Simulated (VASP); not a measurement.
# Ca (Pm-3m) in VASP: a series of runs

Ca is run at these levels: PBE; tasks: single point.

All numbers are computed with VASP 6.6.1; they aren't measurements. Logs are shortened: lines on timing, memory, paths and dates and some standing lists are left out, and cuts for length are marked.

## (1) The cell of the first run

It takes space group Pm-3m (No. 221, cubic). Conventional cell: a = 2.632 Å, b = 2.632 Å, c = 2.632 Å, α = 90.00°, β = 90.00°, γ = 90.00°. Ca (site symmetry m-3m) has 6 Ca at 2.63 Å within 3.5 Å.

This isn't the form of Ca at room conditions, which is fcc.

## (2) Single point, PBE

INCAR reads:

```
SYSTEM = Ca
PREC     = Accurate       ! precision mode
ENCUT    = 500            ! plane-wave cutoff, eV
EDIFF    = 1E-6           ! SCF threshold, eV
ISMEAR   = -1             ! smearing method
SIGMA    = 0.1            ! smearing width, eV
LREAL    = .FALSE.        ! projectors in reciprocal space
LASPH    = .TRUE.         ! aspherical terms in the spheres
NELM     = 120            ! most SCF steps
ALGO     = Normal         ! electronic algorithm
ISIF     = 2              ! what is computed and relaxed
LWAVE    = .FALSE.        ! write WAVECAR
LCHARG   = .FALSE.        ! write CHGCAR
GGA      = PE             ! functional
NBANDS   = 11             ! bands
GGA_COMPAT= .FALSE.
```

KPOINTS reads:

```
Automatic mesh
0
G
  11 11 11
  0 0 0
```

POSCAR reads:

```
Ca
1.0
    2.6323183855      0.0000000000      0.0000000000
    0.0000000000      2.6323183855      0.0000000000
    0.0000000000      0.0000000000      2.6323183855
Ca
1
Direct
    0.0000000000      0.0000000000      0.0000000000
```

Potentials or basis: VASP PAW PBE potentials, release 64 (Ca_sv).

On the command line:

```bash
cat potpaw_PBE.64/Ca_sv/POTCAR > POTCAR
mpirun -np 1 vasp_std > vasp.out
```

OUTCAR:

```text
SYSTEM = Ca
   PREC = Accurate
   ENCUT = 500
   EDIFF = 1E-6
   ISMEAR = -1
   LREAL = .FALSE.
   LASPH = .TRUE.
   NELM = 120
   ISIF = 2
   GGA = PE

 ion  position               nearest neighbor table
   1  0.000  0.000  0.000-

  LATTYP: Found a simple cubic cell.
 ALAT       =     2.6323183855

  Lattice vectors:

 A1 = (   2.6323183855,   0.0000000000,   0.0000000000)
 A2 = (   0.0000000000,   2.6323183855,   0.0000000000)
 A3 = (   0.0000000000,   0.0000000000,   2.6323183855)

Analysis of symmetry for initial positions (statically):
=====================================================================
 Subroutine PRICEL returns:
 Original cell was already a primitive cell.

 Routine SETGRP: Setting up the symmetry group for a
 simple cubic supercell.

 Subroutine GETGRP returns: Found 48 space group operations
 (whereof 48 operations were pure point group operations)
 out of a pool of 48 trial point group operations.

The static configuration has the point symmetry O_h .

Analysis of symmetry for dynamics (positions and initial velocities):
=====================================================================
 Subroutine PRICEL returns:
 Original cell was already a primitive cell.

 Routine SETGRP: Setting up the symmetry group for a
 simple cubic supercell.

 Subroutine GETGRP returns: Found 48 space group operations
 (whereof 48 operations were pure point group operations)
 out of a pool of 48 trial point group operations.

The dynamic configuration has the point symmetry O_h .

 Subroutine INISYM returns: Found 48 space group operations
 (whereof 48 operations are pure point group operations),
 and found     1 'primitive' translations

----------------------------------------------------------------------------------------

                                     Primitive cell

  volume of cell :      18.2396

  direct lattice vectors                    reciprocal lattice vectors
     2.632318386  0.000000000  0.000000000     0.379893255  0.000000000  0.000000000
     0.000000000  2.632318386  0.000000000     0.000000000  0.379893255  0.000000000
     0.000000000  0.000000000  2.632318386     0.000000000  0.000000000  0.379893255

  length of vectors
     2.632318386  2.632318386  2.632318386     0.379893255  0.379893255  0.379893255

  position of ions in fractional coordinates (direct lattice)
     0.000000000  0.000000000  0.000000000

  ion indices of the primitive-cell ions
   primitive index   ion index
                 1           1

----------------------------------------------------------------------------------------

 KPOINTS: Automatic mesh

Automatic generation of k-mesh.
 Grid dimensions read from file:
 generate k-points for:   11   11   11

 Generating k-lattice:

  Cartesian coordinates                     Fractional coordinates (reciprocal lattice)
     0.034535750  0.000000000  0.000000000     0.090909091  0.000000000  0.000000000
     0.000000000  0.034535750  0.000000000     0.000000000  0.090909091  0.000000000
     0.000000000  0.000000000  0.034535750     0.000000000  0.000000000  0.090909091

  Length of vectors
     0.034535750  0.034535750  0.034535750

  Shift w.r.t. Gamma in fractional coordinates (k-lattice)
     0.000000000  0.000000000  0.000000000

 Subroutine IBZKPT returns following result:
 ===========================================

 Found     56 irreducible k-points:

 Following reciprocal coordinates:
            Coordinates               Weight
  0.000000  0.000000  0.000000      1.000000
  0.090909  0.000000  0.000000      6.000000
  0.181818  0.000000  0.000000      6.000000
  0.272727  0.000000  0.000000      6.000000
  0.363636  0.000000  0.000000      6.000000
  0.454545  0.000000  0.000000      6.000000
[... 16 lines left out ...]
  0.181818  0.090909  0.090909     24.000000
  0.272727  0.090909  0.090909     24.000000
 [... further k-points ...]
   k-points           NKPTS =     56   k-points in BZ     NKDIM =     56   number of bands    NBANDS=     11
   number of dos      NEDOS =    301   number of ions     NIONS =      1
   total plane-waves  NPLWV =   8000
   dimension x,y,z NGX =    20 NGY =   20 NGZ =   20
   dimension x,y,z NGXF=    40 NGYF=   40 NGZF=   40
   ions per type =               1
   NGX,Y,Z   is equivalent  to a cutoff of  12.63, 12.63, 12.63 a.u.
   NGXF,Y,Z  is equivalent  to a cutoff of  25.26, 25.26, 25.26 a.u.
 SYSTEM =  Ca
   PREC   = accura    normal or accurate (medium, high low for compatibility)
   ISTART =      0    job   : 0-new  1-cont  2-samecut
   ICHARG =      2    charge: 1-file 2-atom 10-const
   ISPIN  =      1    spin polarized calculation?
   LNONCOLLINEAR =      F non collinear calculations
   LSORBIT =      F    spin-orbit coupling
   LASPH  =      T    aspherical Exc in radial PAW
   ENCUT  =  500.0 eV  36.75 Ry    6.06 a.u.   4.80  4.80  4.80*2*pi/ulx,y,z
   NELM   =    120;   NELMIN=  2; NELMDL= -5     # of ELM steps
   EDIFF  = 0.1E-05   stopping-criterion for ELM
   LREAL  =      F    real-space projection
   EDIFFG = 0.1E-04   stopping-criterion for IOM
   NSW    =      0    number of steps for IOM
   IBRION =     -1    ionic relax: 0-MD 1-quasi-New 2-CG
   NFREE  =      0    steps in history (QN), initial steepest desc. (CG)
   ISIF   =      2    stress and relaxation
   ISYM   =      2    0-nonsym 1-usesym 2-fastsym
   POTIM  = 0.5000    time-step for ionic-motion
   TEBEG  =    0.0;   TEEND  =   0.0 temperature during run
   PSTRESS=    0.0 pullay stress
   NELECT =      10.0000    total number of electrons
   NUPDOWN=      -1.0000    fix difference up-down
   EMIN   =  10.00;   EMAX   =-10.00  energy-range for DOS
   EFERMI =   0.00;   METHOD = LEGACY
   ISMEAR =    -1;   SIGMA  =   0.10  broadening in eV -4-tet -1-fermi 0-gaus
   EFERMI_NEDOS =   21; number of points for ismear=-14 and -15
   IALGO  =     38    algorithm
   IMIX   =      4    mixing-type and parameters
     AMIX     =   0.40;   BMIX     =  1.00
     AMIX_MAG =   1.60;   BMIX_MAG =  1.00
  volume/ion in A,a.u.               =      18.24       123.09
  Fermi-wavevector in a.u.,A,eV,Ry     =   1.339892  2.532028 24.426678  1.795310
  Thomas-Fermi vector in A             =   2.468248
   LORBIT       =      0    0 simple, 1 ext, 2 COOP (PROOUT), +10 PAW based schemes
   GGA     = PE    functional components
   LHFCALC =     F    Hartree Fock is set to
   AEXX    =    0.0000 exact exchange contribution
   IVDW    =     0    specifies the selected vdW correction
   LEPSILON=     F    determine dielectric tensor
   LRPA    =     F    only Hartree local field effects (RPA)
 non-spin polarized calculation
  energy-cutoff  :      500.00
  volume of cell :       18.24
 maximum number of plane-waves:       474
 NGX is ok and might be reduce to    20
   NGX =  9   NGY =  9   NGZ =  9

 number of electron      10.0000000 magnetization

 number of electron       9.9999998 magnetization

 Free energy of the ion-electron system (eV)
  ---------------------------------------------------
  ext. energy  EPLUGINS =         0.00000000
  ---------------------------------------------------
  free energy    TOTEN  =         0.12113905 eV

  energy without entropy =        0.13489615  energy(sigma->0) =        0.12801760

 E-fermi :   6.3634     XC(G=0): -10.8790

 val. band max:        6.3292452324   @ k =   0.4545   0.0909   0.0000
 cond. band min:       6.4452698583   @ k =   0.0000   0.0000   0.0000
 fundamental gap:      0.1160246258
 Fermi energy:         6.3634469524

 k-point     1 :       0.0000    0.0000    0.0000
  band No.  band energies     occupation
      1     -35.1492      2.00000
      2     -14.8558      2.00000
      3     -14.8558      2.00000
      4     -14.8558      2.00000
      5       2.1261      2.00000
      6       6.4453      0.61228
      7       6.4453      0.61228
      8      14.1412      0.00000
      9      14.1412      0.00000
     10      14.1412      0.00000
     11      23.1374      0.00000

 k-point     2 :       0.0909    0.0000    0.0000
  band No.  band energies     occupation
      1     -35.1171      2.00000
      2     -15.0686      2.00000
      3     -14.8378      2.00000
      4     -14.8378      2.00000
      5       2.3854      2.00000
      6       6.5244      0.33339
      7       6.7108      0.06017
      8      13.7855      0.00000
      9      13.7855      0.00000
     10      14.1659      0.00000
     11      21.9022      0.00000

 k-point     3 :       0.1818    0.0000    0.0000
  band No.  band energies     occupation
      1     -35.0298      2.00000
      2     -15.6122      2.00000
      3     -14.7891      2.00000
      4     -14.7891      2.00000
      5       3.0736      2.00000
      6       6.7452      0.04304
      7       7.4093      0.00006
      8      12.9561      0.00000
      9      12.9561      0.00000
     10      14.2327      0.00000
     11      19.8693      0.00000

 k-point     4 :       0.2727    0.0000    0.0000
  band No.  band energies     occupation
      1     -34.9123      2.00000
      2     -16.2750      2.00000
      3     -14.7244      2.00000
      4     -14.7244      2.00000
      5       4.0254      2.00000
      6       7.0559      0.00196
      7       8.1699      0.00000
      8      12.0477      0.00000
      9      12.0477      0.00000
     10      14.3217      0.00000
     11      18.3353      0.00000

 k-point     5 :       0.3636    0.0000    0.0000
  band No.  band energies     occupation
      1     -34.8011      2.00000
      2     -16.8451      2.00000
      3     -14.6641      2.00000
      4     -14.6641      2.00000
      5       5.1142      1.99999
      6       7.3676      0.00009
      7       8.3877      0.00000
      8      11.3263      0.00000
      9      11.3263      0.00000
     10      14.4050      0.00000
     11      17.8115      0.00000
[... 211 lines left out ...]
 k-point    21 :       0.4545    0.4545    0.0000
  band No.  band energies     occupation
      1     -34.3477      2.00000
      2     -16.7309      2.00000
      3     -16.7224      2.00000
      4     -14.4205      2.00000
      5       3.7657      2.00000
      6       8.4278      0.00000
      7      11.6999      0.00000
      8      11.7284      0.00000
      9      13.4400      0.00000
     10      13.5291      0.00000
     11      16.2673      0.00000

 k-point    22 :       0.0909    0.0909    0.0909
  band No.  band energies     occupation
      1     -35.0535      2.00000
      2     -15.0669      2.00000
      3     -15.0101      2.00000
      4     -15.0101      2.00000
      5       2.8856      2.00000
      6       6.9604      0.00510
      7       6.9604      0.00510
      8      13.2970      0.00000
      9      13.5155      0.00000
     10      13.5155      0.00000
     11      22.5970      0.00000

 k-point    23 :       0.1818    0.0909    0.0909
  band No.  band energies     occupation
      1     -34.9670      2.00000
      2     -15.5674      2.00000
      3     -14.9901      2.00000
      4     -14.9582      2.00000
      5       3.5313      2.00000
      6       7.1739      0.00060
      7       7.6547      0.00000
      8      12.5687      0.00000
      9      12.6014      0.00000
     10      13.5661      0.00000
     11      20.6257      0.00000

 k-point    24 :       0.2727    0.0909    0.0909
  band No.  band energies     occupation
      1     -34.8508      2.00000
      2     -16.2194      2.00000
      3     -14.9194      2.00000
      4     -14.8893      2.00000
      5       4.4060      2.00000
      6       7.4808      0.00003
      7       8.3152      0.00000
      8      11.6006      0.00000
      9      11.9608      0.00000
     10      13.6857      0.00000
     11      18.9568      0.00000

 [... further k-points ...]

------------------------ aborting loop because EDIFF is reached ----------------------------------------

  FORCE on cell =-STRESS in cart. coord.  units (eV):
  Direction    XX          YY          ZZ          XY          YZ          ZX
  --------------------------------------------------------------------------------------
  -------------------------------------------------------------------------------------
  Total        4.6635767      4.6635767      4.6635767      0.0000000      0.0000000     -0.0000000
  in kB      409.6514119    409.6514119    409.6514119      0.0000000      0.0000000     -0.0000000
  external PRESSURE =     409.6514119 kB  Pullay stress =       0.0000000 kB

 VOLUME and BASIS-vectors are now :
 -----------------------------------------------------------------------------
  energy-cutoff  :      500.00
  volume of cell :       18.24
      direct lattice vectors                 reciprocal lattice vectors
     2.632318386  0.000000000  0.000000000     0.379893255  0.000000000  0.000000000
     0.000000000  2.632318386  0.000000000     0.000000000  0.379893255  0.000000000
     0.000000000  0.000000000  2.632318386     0.000000000  0.000000000  0.379893255

 POSITION                                       TOTAL-FORCE (eV/Angst)
 -----------------------------------------------------------------------------------
      0.00000      0.00000      0.00000         0.000000      0.000000      0.000000
 -----------------------------------------------------------------------------------
    total drift:                               -0.000000      0.000000     -0.000000

  FREE ENERGIE OF THE ION-ELECTRON SYSTEM (eV)
  ---------------------------------------------------
  free  energy   TOTEN  =         0.1211390517 eV

  energy  without entropy=        0.1348961527  energy(sigma->0) =        0.12801760
```

Wall time 8 s (1 thread of AMD EPYC 7R13 (Zen 3), shared host); peak memory 0.1 GiB.

Results:

```
Free energy            : 0.1211 eV
Pressure               : 41.0 GPa
Band gap on the k mesh : zero (bands 5 and 6 overlap by 0.43 eV)
```

Caveat: the cell stands under pressure.

## (3) Single point, PBE

This run uses another cell than the first one, of 18.60 Å³/atom.

INCAR reads:

```
ALGO = Normal ; EDIFF = 1E-6
ENCUT = 500 ; GGA = PE
GGA_COMPAT = F ; ISIF = 2
ISMEAR = -1 ; LASPH = T
LCHARG = T ; LELF = T
LREAL = F ; LVHAR = T
LWAVE = F ; NBANDS = 11
NELM = 120 ; PREC = Accurate
SIGMA = 0.1
```

KPOINTS reads:

```
k-points
0
Gamma
  11 11 11
```

POSCAR reads:

```
Ca
1.0
    2.6494118410      0.0000000000      0.0000000000
    0.0000000000      2.6494118410      0.0000000000
    0.0000000000      0.0000000000      2.6494118410
Ca
1
Direct
    0.0000000000      0.0000000000      0.0000000000
```

Potentials or basis: VASP PAW PBE potentials, release 64 (Ca_sv).

On the command line:

```bash
cat potpaw_PBE.64/Ca_sv/POTCAR > POTCAR
mpirun -np 1 vasp_std > vasp.out
```

It took 7.5 s on 1 thread of AMD EPYC 7R13 (Zen 3), shared host; peak memory 0.1 GiB.

Results (log left out):

```
Free energy            : 0.0319 eV
Pressure               : 38.9 GPa
Band gap on the k mesh : zero (bands 5 and 6 overlap by 0.33 eV)
```

Levels at points of the mesh, in eV from the Fermi level:
```csv
k point,band 1,band 2,band 3,band 4,band 5,band 6,band 7,band 8,band 9,band 10
"(0.00, 0.00, 0.00)",-41.48,-21.26,-21.26,-21.26,-4.25,0.13,0.13,7.68,7.68,7.68
```

Caveat: the cell stands under pressure.

## (4) Single point, PBE

This run uses another cell than the first one, of 18.95 Å³/atom.

INCAR reads:

```
SYSTEM = Ca
ALGO = Normal
EDIFF = 1E-6
ENCUT = 500
GGA = PE
GGA_COMPAT = .False.
ISIF = 2
ISMEAR = -1
LASPH = .True.
LCHARG = .True.
LELF = .True.
LREAL = .False.
LVHAR = .True.
LWAVE = .False.
NBANDS = 11
NELM = 120
PREC = Accurate
SIGMA = 0.1
```

KPOINTS reads:

```
k-points
0
Gamma
  11 11 11
  0 0 0
```

POSCAR reads:

```
Ca
1.0
    2.6662875306      0.0000000000      0.0000000000
    0.0000000000      2.6662875306      0.0000000000
    0.0000000000      0.0000000000      2.6662875306
Ca
1
Direct
    0.0000000000      0.0000000000      0.0000000000
```

Potentials or basis: VASP PAW PBE potentials, release 64 (Ca_sv).

On the command line:

```bash
cat potpaw_PBE.64/Ca_sv/POTCAR > POTCAR
mpirun -np 1 vasp_std > vasp.out
```

OUTCAR:

```text
SYSTEM = Ca
   EDIFF = 1E-6
   ENCUT = 500
   GGA = PE
   ISIF = 2
   ISMEAR = -1
   LASPH = .True.
   LREAL = .False.
   NELM = 120
   PREC = Accurate

 ion  position               nearest neighbor table
   1  0.000  0.000  0.000-

  LATTYP: Found a simple cubic cell.
 ALAT       =     2.6662875306

  Lattice vectors:

 A1 = (   2.6662875306,   0.0000000000,   0.0000000000)
 A2 = (   0.0000000000,   2.6662875306,   0.0000000000)
 A3 = (   0.0000000000,   0.0000000000,   2.6662875306)

[... 514 lines left out ...]
     10      13.2207      0.00000
     11      18.2853      0.00000

 [... further k-points ...]

------------------------ aborting loop because EDIFF is reached ----------------------------------------

  FORCE on cell =-STRESS in cart. coord.  units (eV):
  Direction    XX          YY          ZZ          XY          YZ          ZX
  --------------------------------------------------------------------------------------
  -------------------------------------------------------------------------------------
  Total        4.3585016      4.3585016      4.3585016      0.0000000      0.0000000     -0.0000000
  in kB      368.4061299    368.4061299    368.4061299      0.0000000      0.0000000     -0.0000000
  external PRESSURE =     368.4061299 kB  Pullay stress =       0.0000000 kB

 VOLUME and BASIS-vectors are now :
 -----------------------------------------------------------------------------
  energy-cutoff  :      500.00
  volume of cell :       18.95
      direct lattice vectors                 reciprocal lattice vectors
     2.666287531  0.000000000  0.000000000     0.375053324  0.000000000  0.000000000
     0.000000000  2.666287531  0.000000000     0.000000000  0.375053324  0.000000000
     0.000000000  0.000000000  2.666287531     0.000000000  0.000000000  0.375053324

 POSITION                                       TOTAL-FORCE (eV/Angst)
 -----------------------------------------------------------------------------------
      0.00000      0.00000      0.00000         0.000000      0.000000      0.000000
 -----------------------------------------------------------------------------------
    total drift:                               -0.000000      0.000000     -0.000000

  FREE ENERGIE OF THE ION-ELECTRON SYSTEM (eV)
  ---------------------------------------------------
  free  energy   TOTEN  =        -0.0527737915 eV

  energy  without entropy=       -0.0415017847  energy(sigma->0) =       -0.04713779
```

Run time: 7.5 s. Hardware: 1 thread of AMD EPYC 7R13 (Zen 3), shared host; peak memory 0.1 GiB.

Results:

| Quantity | Value |
| --- | --- |
| Free energy | -0.0528 eV |
| Pressure | 36.8 GPa |
| Band gap on the k mesh | zero (bands 5 and 6 overlap by 0.23 eV) |

Levels at points of the mesh, in eV from the Fermi level:
| k point | band 1 | band 2 | band 3 | band 4 | band 5 | band 6 | band 7 | band 8 | band 9 | band 10 |
| --- | --- | --- | --- | --- | --- | --- | --- | --- | --- | --- |
| (0.00, 0.00, 0.00) | -41.45 | -21.29 | -21.29 | -21.29 | -4.26 | 0.18 | 0.18 | 7.59 | 7.59 | 7.59 |

Caveat: the cell stands under pressure.

## (5) Summary

```tsv
cell	gap on the mesh (eV)	pressure (GPa)
a = 2.632 Å, 1 atom	none	41.0
a = 2.649 Å, 1 atom	none	38.9
a = 2.666 Å, 1 atom	none	36.8
```

Alike in all rows: task single point; level PBE; potentials or basis VASP PAW PBE potentials, release 64 (Ca_sv); no spin polarisation; k mesh 11 × 11 × 11; cutoff (eV) 500; smearing fermi-dirac 0.1 eV.

Caveats: the cell stands under pressure.

Absolute energies hang on the potentials; compare differences alone.
